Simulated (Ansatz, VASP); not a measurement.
## AlRh2 in VASP and in Ansatz

```
Al Rh
1.0
     0.00000    0.00000    2.74123
     4.29653    0.00000    0.00000
     0.00000    7.44181    0.00000
Al Rh
2 4
Direct
  0.00000 0.50000 0.50000
  0.00000 0.00000 0.00000
  0.50000 0.00000 0.33333
  0.50000 0.50000 0.83333
  0.50000 0.50000 0.16667
  0.50000 0.00000 0.66667
```

Alike in both runs: task single point; functional PBE; k mesh 8 × 6 × 4; occupations gaussian, width 0.1 eV; no spin polarisation.

```csv
,VASP,Ansatz
version,VASP 6.6.1,Ansatz 0.2.0
potentials or method,"VASP PAW PBE potentials, release 64 (Al, Rh_pv), cutoff 500 eV","scalar-relativistic, plane waves, PAW"
valence electrons in the cell,66,74
```

```tsv
	VASP	Ansatz	Ansatz less VASP
gap on the k mesh at the Fermi level (eV)	none	none	-
pressure (GPa)	0.0	0.0	-0.04
rms of the force components (eV/Å)	0.022	0.023	+0.0009
```

Atom by atom the forces differ by 0.001 eV/Å (rms over components). A gap of «none» marks a metal or a gap that the smearing closes. VASP's potentials hold 66 valence electrons a cell and Ansatz's 74, so a difference there can come from the potentials and not from the codes.
